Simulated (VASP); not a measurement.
# Rh (Pm-3m) in VASP: relaxation of cell and atoms with LDA

Aim: the relaxation of cell and atoms of Rh with LDA.

Everything below comes from runs of VASP 6.6.1. Logs are shortened: lines on timing, memory, paths and dates and some standing lists are left out, and cuts for length are marked.

## 1. The cell of the first run

The structure is cubic, space group Pm-3m (No. 221). The conventional cell has a = 2.426 Å, b = 2.426 Å, c = 2.426 Å, α = 90.00°, β = 90.00°, γ = 90.00°. Rh (site symmetry m-3m) has 6 Rh at 2.43 Å within 3.2 Å.

This isn't the form of Rh at room conditions, which is fcc.

## 2. Relaxation of cell and atoms, LDA

The input, INCAR:

```
  ALGO = Normal
  EDIFF = 1E-7
  EDIFFG = -0.005
  ENCUT = 620
  GGA = CA
  GGA_COMPAT = False
  IBRION = 2
  ISIF = 3
  ISMEAR = -1
  LASPH = True
  LCHARG = False
  LREAL = False
  LWAVE = False
  NELM = 120
  NELMIN = 4
  NSW = 60
  PREC = Accurate
  SIGMA = 0.08
```

The input, KPOINTS:

```
k-points
0
Gamma
  17 17 17
```

The input, POSCAR:

```
Rh
1.0
    2.4263349719      0.0000000000      0.0000000000
    0.0000000000      2.4263349719      0.0000000000
    0.0000000000      0.0000000000      2.4263349719
Rh
1
Direct
    0.0000000000      0.0000000000      0.0000000000
```

Potentials or basis: VASP PAW LDA potentials, release 64 (Rh_sv_GW).

Run with:

```console
$ cat potpaw_LDA.64/Rh_sv_GW/POTCAR > POTCAR
$ mpirun -np 1 vasp_std > vasp.out
```

OUTCAR:

```text
EDIFF = 1E-7
   EDIFFG = -0.005
   ENCUT = 620
   GGA = CA
   IBRION = 2
   ISIF = 3
   ISMEAR = -1
   LASPH = True
   LREAL = False
   NELM = 120
   NELMIN = 4
   NSW = 60
   PREC = Accurate

 ion  position               nearest neighbor table
   1  0.000  0.000  0.000-

  LATTYP: Found a simple cubic cell.
 ALAT       =     2.4263349719

  Lattice vectors:

 A1 = (   2.4263349719,   0.0000000000,   0.0000000000)
 A2 = (   0.0000000000,   2.4263349719,   0.0000000000)
 A3 = (   0.0000000000,   0.0000000000,   2.4263349719)

Analysis of symmetry for initial positions (statically):
=====================================================================
 Subroutine PRICEL returns:
 Original cell was already a primitive cell.

 Routine SETGRP: Setting up the symmetry group for a
 simple cubic supercell.

 Subroutine GETGRP returns: Found 48 space group operations
 (whereof 48 operations were pure point group operations)
 out of a pool of 48 trial point group operations.

The static configuration has the point symmetry O_h .

Analysis of symmetry for dynamics (positions and initial velocities):
=====================================================================
 Subroutine PRICEL returns:
 Original cell was already a primitive cell.

 Routine SETGRP: Setting up the symmetry group for a
 simple cubic supercell.

 Subroutine GETGRP returns: Found 48 space group operations
 (whereof 48 operations were pure point group operations)
 out of a pool of 48 trial point group operations.

The dynamic configuration has the point symmetry O_h .

 Subroutine INISYM returns: Found 48 space group operations
 (whereof 48 operations are pure point group operations),
 and found     1 'primitive' translations

----------------------------------------------------------------------------------------

                                     Primitive cell

  volume of cell :      14.2841

  direct lattice vectors                    reciprocal lattice vectors
     2.426334972  0.000000000  0.000000000     0.412144247  0.000000000  0.000000000
     0.000000000  2.426334972  0.000000000     0.000000000  0.412144247  0.000000000
     0.000000000  0.000000000  2.426334972     0.000000000  0.000000000  0.412144247

  length of vectors
     2.426334972  2.426334972  2.426334972     0.412144247  0.412144247  0.412144247

  position of ions in fractional coordinates (direct lattice)
     0.000000000  0.000000000  0.000000000

  ion indices of the primitive-cell ions
   primitive index   ion index
                 1           1

----------------------------------------------------------------------------------------

 KPOINTS: k-points

Automatic generation of k-mesh.
 Grid dimensions read from file:
 generate k-points for:   17   17   17

 Generating k-lattice:

  Cartesian coordinates                     Fractional coordinates (reciprocal lattice)
     0.024243779  0.000000000  0.000000000     0.058823529  0.000000000  0.000000000
     0.000000000  0.024243779  0.000000000     0.000000000  0.058823529  0.000000000
     0.000000000  0.000000000  0.024243779     0.000000000  0.000000000  0.058823529

  Length of vectors
     0.024243779  0.024243779  0.024243779

  Shift w.r.t. Gamma in fractional coordinates (k-lattice)
     0.000000000  0.000000000  0.000000000

 Subroutine IBZKPT returns following result:
 ===========================================

 Found    165 irreducible k-points:

 Following reciprocal coordinates:
            Coordinates               Weight
  0.000000  0.000000  0.000000      1.000000
  0.058824  0.000000  0.000000      6.000000
  0.117647  0.000000  0.000000      6.000000
  0.176471  0.000000  0.000000      6.000000
  0.235294  0.000000  0.000000      6.000000
  0.294118  0.000000  0.000000      6.000000
[... 16 lines left out ...]
  0.411765  0.117647  0.000000     24.000000
  0.470588  0.117647  0.000000     24.000000
 [... further k-points ...]
   k-points           NKPTS =    165   k-points in BZ     NKDIM =    165   number of bands    NBANDS=     12
   number of dos      NEDOS =    301   number of ions     NIONS =      1
   total plane-waves  NPLWV =   8000
   dimension x,y,z NGX =    20 NGY =   20 NGZ =   20
   dimension x,y,z NGXF=    40 NGYF=   40 NGZF=   40
   ions per type =               1
   NGX,Y,Z   is equivalent  to a cutoff of  13.70, 13.70, 13.70 a.u.
   NGXF,Y,Z  is equivalent  to a cutoff of  27.41, 27.41, 27.41 a.u.
 SYSTEM =  unknown system
   PREC   = accura    normal or accurate (medium, high low for compatibility)
   ISTART =      0    job   : 0-new  1-cont  2-samecut
   ICHARG =      2    charge: 1-file 2-atom 10-const
   ISPIN  =      1    spin polarized calculation?
   LNONCOLLINEAR =      F non collinear calculations
   LSORBIT =      F    spin-orbit coupling
   LASPH  =      T    aspherical Exc in radial PAW
   ENCUT  =  620.0 eV  45.57 Ry    6.75 a.u.   4.93  4.93  4.93*2*pi/ulx,y,z
   NELM   =    120;   NELMIN=  4; NELMDL= -5     # of ELM steps
   EDIFF  = 0.1E-06   stopping-criterion for ELM
   LREAL  =      F    real-space projection
   EDIFFG = -.5E-02   stopping-criterion for IOM
   NSW    =     60    number of steps for IOM
   IBRION =      2    ionic relax: 0-MD 1-quasi-New 2-CG
   NFREE  =      1    steps in history (QN), initial steepest desc. (CG)
   ISIF   =      3    stress and relaxation
   ISYM   =      2    0-nonsym 1-usesym 2-fastsym
   POTIM  = 0.5000    time-step for ionic-motion
   TEBEG  =    0.0;   TEEND  =   0.0 temperature during run
   PSTRESS=    0.0 pullay stress
   NELECT =      17.0000    total number of electrons
   NUPDOWN=      -1.0000    fix difference up-down
   EMIN   =  10.00;   EMAX   =-10.00  energy-range for DOS
   EFERMI =   0.00;   METHOD = LEGACY
   ISMEAR =    -1;   SIGMA  =   0.08  broadening in eV -4-tet -1-fermi 0-gaus
   EFERMI_NEDOS =   21; number of points for ismear=-14 and -15
   IALGO  =     38    algorithm
   IMIX   =      4    mixing-type and parameters
     AMIX     =   0.40;   BMIX     =  1.00
     AMIX_MAG =   1.60;   BMIX_MAG =  1.00
  volume/ion in A,a.u.               =      14.28        96.39
  Fermi-wavevector in a.u.,A,eV,Ry     =   1.734897  3.278480 40.951738  3.009868
  Thomas-Fermi vector in A             =   2.808606
   LORBIT       =      0    0 simple, 1 ext, 2 COOP (PROOUT), +10 PAW based schemes
   GGA     = CA    functional components
   LHFCALC =     F    Hartree Fock is set to
   AEXX    =    0.0000 exact exchange contribution
   IVDW    =     0    specifies the selected vdW correction
   LEPSILON=     F    determine dielectric tensor
   LRPA    =     F    only Hartree local field effects (RPA)
 conjugate gradient relaxation of ions
 non-spin polarized calculation
  energy-cutoff  :      620.00
  volume of cell :       14.28
 maximum number of plane-waves:       513
 NGX is ok and might be reduce to    20
   NGX =  9   NGY =  9   NGZ =  9

--------------------------------------- Ionic step        1  -------------------------------------------

 number of electron      17.0000007 magnetization

 Free energy of the ion-electron system (eV)
  ---------------------------------------------------
  ext. energy  EPLUGINS =         0.00000000
  ---------------------------------------------------
  free energy    TOTEN  =        -6.89643755 eV

  energy without entropy =       -6.86670973  energy(sigma->0) =       -6.88157364

 E-fermi :  10.1029     XC(G=0): -14.0193

 val. band max:       10.0766007196   @ k =   0.3529   0.2353   0.0000
 cond. band min:      10.1094395886   @ k =   0.4706   0.2941   0.2353
 fundamental gap:      0.0328388690
 Fermi energy:        10.1029264900

 k-point     1 :       0.0000    0.0000    0.0000
  band No.  band energies     occupation
      1     -68.3295      2.00000
      2     -35.8805      2.00000
      3     -35.8805      2.00000
      4     -35.8805      2.00000
      5       2.4152      2.00000
      6       3.9382      2.00000
      7       3.9382      2.00000
      8      11.0768      0.00001
      9      11.0768      0.00001
     10      11.0768      0.00001
     11      27.6461      0.00000
     12      27.6461      0.00000
[... 331 lines left out ...]
 k-point    24 :       0.4706    0.1176    0.0000
  band No.  band energies     occupation
      1     -68.1755      2.00000
      2     -36.9371      2.00000
      3     -35.9258      2.00000
      4     -35.7730      2.00000
      5       4.8979      2.00000
      6       5.6479      2.00000
      7       6.9329      2.00000
      8       8.5220      2.00000
      9      10.9688      0.00004
     10      11.1962      0.00000
     11      17.4032      0.00000
     12      27.8113      0.00000

 [... further k-points ...]
[... 5 lines left out ...]
  --------------------------------------------------------------------------------------
  -------------------------------------------------------------------------------------
  Total        1.6234501      1.6234501      1.6234501     -0.0000000      0.0000000     -0.0000000
  in kB      182.0946750    182.0946750    182.0946750     -0.0000000      0.0000000     -0.0000000
  external PRESSURE =     182.0946750 kB  Pullay stress =       0.0000000 kB
[... 86 lines left out ...]
  FREE ENERGIE OF THE ION-ELECTRON SYSTEM (eV)
  ---------------------------------------------------
  free  energy   TOTEN  =        -6.9472712537 eV

  energy  without entropy=       -6.9144519778  energy(sigma->0) =       -6.93086162

[... ionic steps 4 to 15 ...]

--------------------------------------- Ionic step       16  -------------------------------------------

 number of electron      16.9999987 magnetization

------------------------ aborting loop because EDIFF is reached ----------------------------------------
[... 65 lines left out ...]
--------------------------------------- Ionic step       18  -------------------------------------------

 number of electron      16.9999987 magnetization

 Free energy of the ion-electron system (eV)
  ---------------------------------------------------
  ext. energy  EPLUGINS =         0.00000000
  ---------------------------------------------------
  free energy    TOTEN  =        -6.94744817 eV

  energy without entropy =       -6.91482025  energy(sigma->0) =       -6.93113421

 E-fermi :   9.0486     XC(G=0): -13.6159

 val. band max:        9.0460712538   @ k =   0.3529   0.3529   0.1765
 cond. band min:       9.0624608183   @ k =   0.1765   0.0588   0.0000
 fundamental gap:      0.0163895644
 Fermi energy:         9.0486094794

 k-point     1 :       0.0000    0.0000    0.0000
  band No.  band energies     occupation
      1     -69.1802      2.00000
      2     -36.8338      2.00000
      3     -36.8338      2.00000
      4     -36.8338      2.00000
      5       1.8058      2.00000
      6       3.4223      2.00000
      7       3.4223      2.00000
      8       9.9186      0.00004
      9       9.9186      0.00004
     10       9.9186      0.00004
     11      26.1291      0.00000
     12      26.1291      0.00000
[... 331 lines left out ...]
 k-point    24 :       0.4706    0.1176    0.0000
  band No.  band energies     occupation
      1     -69.0611      2.00000
      2     -37.6959      2.00000
      3     -36.8714      2.00000
      4     -36.7472      2.00000
      5       4.2737      2.00000
      6       4.9165      2.00000
      7       6.1990      2.00000
      8       7.6260      2.00000
      9       9.8227      0.00013
     10      10.1716      0.00000
     11      15.8139      0.00000
     12      26.6184      0.00000

 [... further k-points ...]
[... 5 lines left out ...]
  --------------------------------------------------------------------------------------
  -------------------------------------------------------------------------------------
  Total       -0.0026611     -0.0026611     -0.0026611      0.0000000      0.0000000     -0.0000000
  in kB       -0.2797523     -0.2797523     -0.2797523      0.0000000      0.0000000     -0.0000000
  external PRESSURE =      -0.2797523 kB  Pullay stress =       0.0000000 kB
[... 16 lines left out ...]
  FREE ENERGIE OF THE ION-ELECTRON SYSTEM (eV)
  ---------------------------------------------------
  free  energy   TOTEN  =        -6.9474481680 eV

  energy  without entropy=       -6.9148202496  energy(sigma->0) =       -6.93113421

 reached required accuracy - stopping structural energy minimisation
```

Wall time 3.7 min (1 thread of AMD EPYC 7R43 (Zen 3), shared host); peak memory 0.14 GiB.

Results:

| Property | Result |
| --- | --- |
| Free energy | -6.9474 eV |
| Relaxed volume | 15.24 Å³/atom |
| Relaxed cell | a = 2.479 Å, b = 2.479 Å, c = 2.479 Å, α = 90.00°, β = 90.00°, γ = 90.00° |
| Space group after relaxing (to 0.1 Å) | Pm-3m (No. 221) |
| Energy gained by relaxing | 51.0 meV/atom |
| Ionic steps | 18 |
| Pressure after relaxing | 0.0 GPa |
| Band gap on the k mesh | zero (an odd number of electrons rules out a gap without spin polarisation) |

Step by step:
```tsv
step	energy change (eV)	largest force (eV/Å)	pressure (GPa)	volume (Å³)
1	0.0000	0.0000	18.21	14.28
2	0.2061	0.0000	-26.30	17.91
3	-0.0508	0.0000	-0.94	15.30
4	-0.0510	0.0000	-0.09	15.25
5	-0.0510	0.0000	0.22	15.23
6	-0.0510	0.0000	0.22	15.23
7	-0.0510	0.0000	0.20	15.23
8	-0.0510	0.0000	0.19	15.23
9	-0.0510	0.0000	0.19	15.23
10	-0.0510	0.0000	0.19	15.23
11	-0.0510	0.0000	0.19	15.23
12	-0.0510	0.0000	0.18	15.23
13	-0.0510	0.0000	0.18	15.23
14	-0.0510	0.0000	0.16	15.23
15	-0.0510	0.0000	0.13	15.23
16	-0.0510	0.0000	0.05	15.24
17	-0.0510	0.0000	-0.11	15.25
18	-0.0510	0.0000	-0.03	15.24
```

Final structure:
```
Rh
1.0
     2.47931    0.00000    0.00000
     0.00000    2.47931    0.00000
     0.00000    0.00000    2.47931
Rh
1
Direct
  0.00000 0.00000 0.00000
```
